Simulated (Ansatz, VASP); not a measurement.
# One calculation of As, two programs

```
As
1.0
     0.00000    2.91252    2.91252
     2.91252    0.00000    2.91252
     2.91252    2.91252    0.00000
As
2
Direct
  0.12500 0.12500 0.12500
  0.87500 0.87500 0.87500
```

Alike in both runs: task relaxation of cell and atoms; functional RPBE; k mesh 9 × 9 × 9; occupations fermi-dirac, width 0.1 eV; no spin polarisation.

|  | VASP | Ansatz |
| --- | --- | --- |
| version | VASP 6.6.1 | Ansatz 0.2.0 |
| potentials or method | VASP PAW PBE potentials, release 64 (As), cutoff 600 eV | plane waves (420 eV) with PAW, scalar-relativistic |
| valence electrons in the cell | 10 | 30 |

```csv
,VASP,Ansatz,Ansatz less VASP
relaxed volume (Å³/atom),29.59,29.55,-0.040
relaxed cell length with the largest relative difference (Å),4.374,4.372,-0.0020
```

VASP's potentials were made for PBE, not for RPBE. VASP's potentials hold 10 valence electrons a cell and Ansatz's 30, so a difference there can come from the potentials and not from the codes.

Noted on VASP's run: the volume moved by over 15 % at a fixed basis, so the end points are rough.
